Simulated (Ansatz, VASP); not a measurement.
## One calculation of LuTl2ClO4, two programs

Contents of INCAR:

```
SYSTEM = LuTl2ClO4
  PREC = Accurate
  ENCUT = 600
  EDIFF = 1E-6
  ISMEAR = -1
  SIGMA = 0.0146
  LREAL = .False.
  LASPH = .True.
  NELM = 120
  ALGO = Normal
  ISIF = 2
  LWAVE = .False.
  LCHARG = .True.
  GGA = PE
  LELF = .True.
  LVHAR = .True.
  NBANDS = 51
  ISYM = 0
  GGA_COMPAT = .False.
```

File KPOINTS:

```
regular mesh
0
Gamma
  5 5 2
  0 0 0
```

The input POSCAR:

```
LuTl2ClO4
1.0
    3.8154370000      0.0000000000      0.0000000000
    0.0000000000      3.8154370000      0.0000000000
    0.0000000000      0.0000000000      8.8380170000
Cl Lu O Tl
1 1 4 2
Direct
    0.0000000000      0.0000000000      0.5000000000
    0.0000000000      0.0000000000      0.0000000000
    0.5000000000      0.0000000000      0.8480000000
    0.0000000000      0.5000000000      0.8480000000
    0.5000000000      0.0000000000      0.1520000000
    0.0000000000      0.5000000000      0.1520000000
    0.5000000000      0.5000000000      0.7193000000
    0.5000000000      0.5000000000      0.2807000000
```

Input for Ansatz:

```yaml
crystal:
  lattice:
    - [3.815437, 0.0, 0.0]
    - [0.0, 3.815437, 0.0]
    - [0.0, 0.0, 8.838017]
  atoms:
    - { symbol: Cl, position: [0.0, 0.0, 0.5] }
    - { symbol: Lu, position: [0.0, 0.0, 0.0] }
    - { symbol: O, position: [0.5, 0.0, 0.848] }
    - { symbol: O, position: [0.0, 0.5, 0.848] }
    - { symbol: O, position: [0.5, 0.0, 0.152] }
    - { symbol: O, position: [0.0, 0.5, 0.152] }
    - { symbol: Tl, position: [0.5, 0.5, 0.7193] }
    - { symbol: Tl, position: [0.5, 0.5, 0.2807] }
  symmetry: { detect: false }
kpoints:
  mp_grid: { grid: [5, 5, 2], shift: [0, 0, 0] }
magnetization:
  spin_polarized: false
scf:
  occupations: { method: fermi_dirac, width: 0.0146 }
hamiltonian:
  pseudopotentials: { kind: paw }
  xc: pbe
basis:
  ecutwfc: 420
output:
  forces: true
  stress: true
  eigenvalues: true
```

Alike in both runs: task single point; functional PBE; k mesh 5 × 5 × 2; occupations fermi-dirac, width 0.0146 eV; no spin polarisation.

```csv
,VASP,Ansatz
version,VASP 6.6.1,Ansatz 0.2.0
potentials or method,"VASP PAW PBE potentials, release 64 (Cl, Lu, O, Tl_d), cutoff 600 eV",PAW plane waves
valence electrons in the cell,82,82
```

Ansatz gave:

* gap on the k mesh at the Fermi level (eV): none
* pressure (GPa): 3.3
* traceless stress, the component that is largest in VASP (GPa): -5.06
* rms of the force components (eV/Å): 0.086

What did VASP give for the same quantities?

gap on the k mesh at the Fermi level (eV): none; pressure (GPa): 3.6; traceless stress, the component that is largest in VASP (GPa): -5.14; rms of the force components (eV/Å): 0.081.

Atom by atom the forces differ by 0.015 eV/Å (rms over components). A gap of «none» marks a metal or a gap that the smearing closes.

Neither program's run includes spin-orbit coupling.
